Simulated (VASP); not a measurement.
# H12SO8 in VASP: further runs

Runs on H12SO8. Level: PBE. Tasks: single point.

Program: VASP 6.6.1. These are calculated values, not measurements. Logs are shortened: lines on timing, memory, paths and dates and some standing lists are left out, and cuts for length are marked.

## 1. The cell of the first run

The cell holds an amorphous packing of atoms, 21 atoms: a = 6.333 Å, b = 6.333 Å, c = 6.333 Å, α = 90.00°, β = 90.00°, γ = 90.00°.

## 2. Single point, PBE

INCAR reads:

```
SYSTEM = H12SO8
PREC = Accurate ; ENCUT = 520
EDIFF = 1E-7 ; ISMEAR = -1
SIGMA = 0.02 ; LREAL = Auto
LASPH = .TRUE. ; NELM = 60
ALGO = Normal ; ISIF = 2
LWAVE = .FALSE. ; LCHARG = .FALSE.
GGA = PE ; NBANDS = 49
```

KPOINTS reads:

```
regular mesh
0
G
  1 1 1
  0 0 0
```

POSCAR reads:

```
H12SO8
1.0
    6.3330260000      0.0000000000      0.0000000000
    0.0000000000      6.3330260000      0.0000000000
    0.0000000000      0.0000000000      6.3330260000
O H S
8 12 1
Direct
    0.3160732326      0.5688907641      0.7770850775
    0.6423943309      0.0260696861      0.8829902167
    0.9586886269      0.2798504222      0.5305678518
    0.5340732850      0.7746060098      0.4700438621
    0.3879977755      0.2098838691      0.5837177994
    0.1571918385     -0.1121107035      0.1084947385
    0.8930485995      0.5060140287      0.0123479676
    0.6096295831      0.4077987363      0.2549018431
    0.4088724727      0.5486792570      0.9019069241
    0.3917084819      0.6760433322      0.6961127272
    0.5978974348      0.0874937194      0.7519785960
    0.7515680498     -0.0611240188      0.8292718205
    1.0994428256      0.2195317057      0.5021770004
    1.0043540008      0.4049407029      0.6106717389
    0.4279628727      0.7516785815      0.3616912358
    0.6296358171      0.6539212061      0.4318630620
    0.4758230899      0.2645338895      0.4655910145
    0.3673125612      0.3417481627      0.6668849931
    0.2720184632     -0.0576185855      0.0365228249
    0.1074210022     -0.2309796296      0.0266223445
    0.8137973853      0.3507643897      0.1606183205
```

Potentials or basis: VASP PAW PBE potentials, release 64 (O, H, S).

Started as:

```console
$ cat potpaw_PBE.64/O/POTCAR potpaw_PBE.64/H/POTCAR potpaw_PBE.64/S/POTCAR > POTCAR
$ mpirun -np 1 vasp_gam > vasp.out
```

OUTCAR:

```text
SYSTEM = H12SO8
   PREC = Accurate
   ENCUT = 520
   EDIFF = 1E-7
   ISMEAR = -1
   LREAL = Auto
   LASPH = .TRUE.
   NELM = 60
   ISIF = 2
   GGA = PE

 ion  position               nearest neighbor table
   1  0.316  0.569  0.777-  10 0.98   9 0.99
   2  0.642  0.026  0.883-  12 0.95  11 0.96
   3  0.959  0.280  0.531-  14 0.98  13 0.99
   4  0.534  0.775  0.470-  15 0.97  16 1.00
   5  0.388  0.210  0.584-  17 0.99  18 1.00
   6  0.157  0.888  0.108-  19 0.93  20 0.97
   7  0.893  0.506  0.012-  21 1.45
   8  0.610  0.408  0.255-  21 1.47
   9  0.409  0.549  0.902-   1 0.99
  10  0.392  0.676  0.696-   1 0.98
  11  0.598  0.087  0.752-   2 0.96
  12  0.752  0.939  0.829-   2 0.95
  13  0.099  0.220  0.502-   3 0.99
  14  0.004  0.405  0.611-   3 0.98
  15  0.428  0.752  0.362-   4 0.97
  16  0.630  0.654  0.432-   4 1.00
  17  0.476  0.265  0.466-   5 0.99
  18  0.367  0.342  0.667-   5 1.00
  19  0.272  0.942  0.037-   6 0.93
  20  0.107  0.769  0.027-   6 0.97
  21  0.814  0.351  0.161-   7 1.45   8 1.47

  LATTYP: Found a simple cubic cell.
 ALAT       =     6.3330260000

  Lattice vectors:

 A1 = (   6.3330260000,   0.0000000000,   0.0000000000)
 A2 = (   0.0000000000,   6.3330260000,   0.0000000000)
 A3 = (   0.0000000000,   0.0000000000,   6.3330260000)

Analysis of symmetry for initial positions (statically):
=====================================================================
 Subroutine PRICEL returns:
 Original cell was already a primitive cell.

 Routine SETGRP: Setting up the symmetry group for a
 simple cubic supercell.

 Subroutine GETGRP returns: Found  1 space group operations
 (whereof  1 operations were pure point group operations)
 out of a pool of 48 trial point group operations.

The static configuration has the point symmetry C_1 .

Analysis of symmetry for dynamics (positions and initial velocities):
=====================================================================
 Subroutine PRICEL returns:
 Original cell was already a primitive cell.

 Routine SETGRP: Setting up the symmetry group for a
 simple cubic supercell.

 Subroutine GETGRP returns: Found  1 space group operations
 (whereof  1 operations were pure point group operations)
 out of a pool of 48 trial point group operations.

The dynamic configuration has the point symmetry C_1 .

 Subroutine INISYM returns: Found  1 space group operations
 (whereof  1 operations are pure point group operations),
 and found     1 'primitive' translations

----------------------------------------------------------------------------------------

                                     Primitive cell

  volume of cell :     254.0001

  direct lattice vectors                    reciprocal lattice vectors
     6.333026000  0.000000000  0.000000000     0.157902399  0.000000000  0.000000000
     0.000000000  6.333026000  0.000000000     0.000000000  0.157902399  0.000000000
     0.000000000  0.000000000  6.333026000     0.000000000  0.000000000  0.157902399

  length of vectors
     6.333026000  6.333026000  6.333026000     0.157902399  0.157902399  0.157902399

  position of ions in fractional coordinates (direct lattice)
     0.316073233  0.568890764  0.777085077
     0.642394331  0.026069686  0.882990217
     0.958688627  0.279850422  0.530567852
     0.534073285  0.774606010  0.470043862
     0.387997775  0.209883869  0.583717799
     0.157191838  0.887889296  0.108494738
[... 13 lines left out ...]
     0.107421002  0.769020370  0.026622344
     0.813797385  0.350764390  0.160618320

  ion indices of the primitive-cell ions
   primitive index   ion index
                 1           1
                 2           2
                 3           3
                 4           4
                 5           5
                 6           6
[... 13 lines left out ...]
                20          20
                21          21

----------------------------------------------------------------------------------------

 KPOINTS: regular mesh

Automatic generation of k-mesh.
 Grid dimensions read from file:
 generate k-points for:    1    1    1

 Generating k-lattice:

  Cartesian coordinates                     Fractional coordinates (reciprocal lattice)
     0.157902399  0.000000000  0.000000000     1.000000000  0.000000000  0.000000000
     0.000000000  0.157902399  0.000000000     0.000000000  1.000000000  0.000000000
     0.000000000  0.000000000  0.157902399     0.000000000  0.000000000  1.000000000

  Length of vectors
     0.157902399  0.157902399  0.157902399

  Shift w.r.t. Gamma in fractional coordinates (k-lattice)
     0.000000000  0.000000000  0.000000000

 Subroutine IBZKPT returns following result:
 ===========================================

 Found      1 irreducible k-points:

 Following reciprocal coordinates:
            Coordinates               Weight
  0.000000  0.000000  0.000000      1.000000
   k-points           NKPTS =      1   k-points in BZ     NKDIM =      1   number of bands    NBANDS=     49
   number of dos      NEDOS =    301   number of ions     NIONS =     21
   total plane-waves  NPLWV = 110592
   dimension x,y,z NGX =    48 NGY =   48 NGZ =   48
   dimension x,y,z NGXF=    96 NGYF=   96 NGZF=   96
   ions per type =               8  12   1
   NGX,Y,Z   is equivalent  to a cutoff of  12.60, 12.60, 12.60 a.u.
   NGXF,Y,Z  is equivalent  to a cutoff of  25.20, 25.20, 25.20 a.u.
 SYSTEM =  H12SO8
   PREC   = accura    normal or accurate (medium, high low for compatibility)
   ISTART =      0    job   : 0-new  1-cont  2-samecut
   ICHARG =      2    charge: 1-file 2-atom 10-const
   ISPIN  =      1    spin polarized calculation?
   LNONCOLLINEAR =      F non collinear calculations
   LSORBIT =      F    spin-orbit coupling
   LASPH  =      T    aspherical Exc in radial PAW
   ENCUT  =  520.0 eV  38.22 Ry    6.18 a.u.  11.78 11.78 11.78*2*pi/ulx,y,z
   NELM   =     60;   NELMIN=  2; NELMDL= -5     # of ELM steps
   EDIFF  = 0.1E-06   stopping-criterion for ELM
   LREAL  =      T    real-space projection
   EDIFFG = 0.1E-05   stopping-criterion for IOM
   NSW    =      0    number of steps for IOM
   IBRION =     -1    ionic relax: 0-MD 1-quasi-New 2-CG
   NFREE  =      0    steps in history (QN), initial steepest desc. (CG)
   ISIF   =      2    stress and relaxation
   ISYM   =      2    0-nonsym 1-usesym 2-fastsym
   POTIM  = 0.5000    time-step for ionic-motion
   TEBEG  =    0.0;   TEEND  =   0.0 temperature during run
   PSTRESS=    0.0 pullay stress
   NELECT =      66.0000    total number of electrons
   NUPDOWN=      -1.0000    fix difference up-down
   EMIN   =  10.00;   EMAX   =-10.00  energy-range for DOS
   EFERMI =   0.00;   METHOD = LEGACY
   ISMEAR =    -1;   SIGMA  =   0.02  broadening in eV -4-tet -1-fermi 0-gaus
   EFERMI_NEDOS =   21; number of points for ismear=-14 and -15
   IALGO  =     38    algorithm
   IMIX   =      4    mixing-type and parameters
     AMIX     =   0.40;   BMIX     =  1.00
     AMIX_MAG =   1.60;   BMIX_MAG =  1.00
  volume/ion in A,a.u.               =      12.10        81.62
  Fermi-wavevector in a.u.,A,eV,Ry     =   1.044668  1.974136 14.848457  1.091331
  Thomas-Fermi vector in A             =   2.179430
   LORBIT       =      0    0 simple, 1 ext, 2 COOP (PROOUT), +10 PAW based schemes
   GGA     = PE    functional components
   LHFCALC =     F    Hartree Fock is set to
   AEXX    =    0.0000 exact exchange contribution
   IVDW    =     0    specifies the selected vdW correction
   LEPSILON=     F    determine dielectric tensor
   LRPA    =     F    only Hartree local field effects (RPA)
 non-spin polarized calculation
  energy-cutoff  :      520.00
  volume of cell :      254.00
 maximum number of plane-waves:      3430
 NGX is ok and might be reduce to    48
   NGX = 23   NGY = 23   NGZ = 23

 number of electron      66.0000003 magnetization

 Free energy of the ion-electron system (eV)
  ---------------------------------------------------
  ext. energy  EPLUGINS =         0.00000000
  ---------------------------------------------------
  free energy    TOTEN  =      -104.13646762 eV

  energy without entropy =     -104.13646762  energy(sigma->0) =     -104.13646762

 E-fermi :  -2.8813     XC(G=0):  -6.7274

 val. band max:       -3.3973447443   @ k =   0.0000   0.0000   0.0000
 cond. band min:      -0.4188444396   @ k =   0.0000   0.0000   0.0000
 fundamental gap:      2.9785003048
 Fermi energy:        -2.8813047649

 k-point     1 :       0.0000    0.0000    0.0000
  band No.  band energies     occupation
      1     -25.0861      2.00000
      2     -22.6149      2.00000
      3     -22.3676      2.00000
      4     -21.9746      2.00000
      5     -21.7805      2.00000
      6     -21.7397      2.00000
[... 37 lines left out ...]
     44       6.7947      0.00000
     45       7.2259      0.00000
 [bands above 45 left out]

------------------------ aborting loop because EDIFF is reached ----------------------------------------

  FORCE on cell =-STRESS in cart. coord.  units (eV):
  Direction    XX          YY          ZZ          XY          YZ          ZX
  --------------------------------------------------------------------------------------
  -------------------------------------------------------------------------------------
  Total        3.3903061      2.8579463      2.6975079     -0.4647383     -0.4173272     -1.9783229
  in kB       21.3853165     18.0273064     17.0152955     -2.9314683     -2.6324099    -12.4788325
  external PRESSURE =      18.8093061 kB  Pullay stress =       0.0000000 kB

 VOLUME and BASIS-vectors are now :
 -----------------------------------------------------------------------------
  energy-cutoff  :      520.00
  volume of cell :      254.00
      direct lattice vectors                 reciprocal lattice vectors
     6.333026000  0.000000000  0.000000000     0.157902399  0.000000000  0.000000000
     0.000000000  6.333026000  0.000000000     0.000000000  0.157902399  0.000000000
     0.000000000  0.000000000  6.333026000     0.000000000  0.000000000  0.157902399

 POSITION                                       TOTAL-FORCE (eV/Angst)
 -----------------------------------------------------------------------------------
      2.00170      3.60280      4.92130         0.253052     -0.391384      1.542919
      4.06830      0.16510      5.59200        -0.260798      0.160192      1.321922
      6.07140      1.77230      3.36010         0.365069      0.595418      0.012169
      3.38230      4.90560      2.97680         0.934415     -1.063867     -0.137009
      2.45720      1.32920      3.69670         0.425072      0.170203     -0.598720
      0.99550      5.62303      0.68710        -1.996809     -0.739799      1.863490
[... 13 lines left out ...]
      0.68030      4.87023      0.16860        -0.073718     -0.276856     -0.254324
      5.15380      2.22140      1.01720        -0.121717     -0.882462     -0.287579
 -----------------------------------------------------------------------------------
    total drift:                                0.003488     -0.007894     -0.003064

  FREE ENERGIE OF THE ION-ELECTRON SYSTEM (eV)
  ---------------------------------------------------
  free  energy   TOTEN  =      -104.1364676214 eV

  energy  without entropy=     -104.1364676214  energy(sigma->0) =     -104.13646762
```

It took 39 s on 1 thread of Intel Xeon 6975P-C, shared host; peak memory 0.3 GiB.

Results:

```
Free energy            : -104.1365 eV
Pressure               : 1.9 GPa
Largest force          : 2.939 eV/Å
Band gap on the k mesh : 2.98 eV
```

Forces in eV/Å, atoms in the order of the input:
```
O    0.253 -0.391  1.543
O   -0.261  0.160  1.322
O    0.365  0.595  0.012
O    0.934 -1.064 -0.137
O    0.425  0.170 -0.599
O   -1.997 -0.740  1.863
O    0.137  0.382 -0.036
O    0.005 -0.028 -0.194
H   -0.648  0.146 -0.424
H    0.435  0.535 -0.795
H   -1.207  0.869 -1.089
H    1.289 -0.991  0.100
H    0.186 -0.374 -0.019
H   -0.345 -0.127  0.093
H   -0.520  0.490 -0.286
H   -0.603  0.997  0.408
H   -0.356 -0.511  0.256
H   -0.201  0.011  0.031
H    2.302  1.030 -1.508
H   -0.074 -0.277 -0.254
S   -0.122 -0.882 -0.288
```

Stress tensor (GPa, compression positive):
```
 2.14 -0.29 -1.25
-0.29  1.80 -0.26
-1.25 -0.26  1.70
```

Caveat: the k points lie up to 0.99 Å⁻¹ apart.

## 3. Single point, PBE

INCAR reads:

```
SYSTEM = H12SO8
PREC = Accurate
ENCUT = 520
EDIFF = 1E-6
ISMEAR = -1
SIGMA = 0.02
LREAL = Auto
LASPH = .True.
NELM = 60
ALGO = Normal
ISIF = 2
LWAVE = .False.
LCHARG = .False.
GGA = PE
NBANDS = 49
```

KPOINTS reads:

```
regular mesh
0
Gamma
  1 1 1
  0 0 0
```

POSCAR reads:

```
H12SO8
1.0
    6.3330260000      0.0000000000      0.0000000000
    0.0000000000      6.3330260000      0.0000000000
    0.0000000000      0.0000000000      6.3330260000
O H S
8 12 1
Direct
    0.2905404146      0.5734067727      0.7709742546
    0.6009291609      0.0758563126      0.9380981540
    0.9579306954      0.2250424994      0.5465475746
    0.5374523964      0.7508732792      0.4631593175
    0.4040090788      0.2001097106      0.5758226794
    0.1490914454     -0.0911728453      0.0989732239
    0.9409561875      0.5089825938      0.0305541143
    0.6414311263      0.3794710459      0.2514595708
    0.3137204869      0.5427263365      0.9183287736
    0.4181887142      0.6121244410      0.6898440019
    0.5382419084      0.1178741411      0.7976123894
    0.7252615101     -0.0145586012      0.9089177906
    1.1029008881      0.2028098416      0.5054139996
    0.9583096611      0.3312950239      0.6515684603
    0.3964139734      0.8120920394      0.4725229298
    0.5525952365      0.6582319416      0.3488695609
    0.5220253320      0.2369167599      0.4838445318
    0.3423166114      0.3315476677      0.6257829985
    0.2560861111     -0.0602397653     -0.0006316096
    0.0666663930     -0.2066942406      0.0385439757
    0.8493096349      0.3279632833      0.1420963691
```

Potentials or basis: VASP PAW PBE potentials, release 64 (O, H, S).

Started as:

```console
$ cat potpaw_PBE.64/O/POTCAR potpaw_PBE.64/H/POTCAR potpaw_PBE.64/S/POTCAR > POTCAR
$ mpirun -np 1 vasp_gam > vasp.out
```

Run time: 34 s. Hardware: 1 thread of Intel Xeon 6975P-C, shared host; peak memory 0.29 GiB.

The run converged. Its results:

* Free energy: -103.9177 eV
* Pressure: 0.8 GPa
* Largest force: 3.080 eV/Å
* Band gap on the k mesh: 2.82 eV

Forces on the atoms (eV/Å):
```
O   -0.596 -0.245 -0.834
O    0.683 -0.395 -0.348
O   -0.656 -1.031 -1.051
O   -0.107  1.383  2.504
O    0.047 -0.904  0.150
O   -1.242 -0.219  1.080
O   -0.167 -0.400  0.136
O    2.290 -0.236 -1.095
H    0.519  0.057  0.197
H    0.342  0.320  0.484
H    0.241 -0.183  0.090
H   -0.782  0.334 -0.145
H    0.619 -0.312  0.021
H    0.193  1.196  0.960
H    0.171  0.056 -0.776
H   -0.144 -1.276 -1.705
H   -0.042  0.109 -0.456
H    0.016  0.695  0.450
H    1.214  0.265 -0.944
H    0.122  0.033  0.054
S   -2.722  0.753  1.229
```

Stress tensor (GPa, compression positive):
```
-0.82  0.64  0.48
 0.64  1.75  1.31
 0.48  1.31  1.36
```

Levels at points of the mesh, in eV from the valence-band top:
| k point | band 30 | band 31 | band 32 | band 33 | band 34 | band 35 | band 36 | band 37 |
| --- | --- | --- | --- | --- | --- | --- | --- | --- |
| (0.00, 0.00, 0.00) | -0.52 | -0.38 | -0.34 | 0.00 | 2.82 | 5.12 | 7.13 | 7.18 |

Caveat: the k points lie up to 0.99 Å⁻¹ apart.
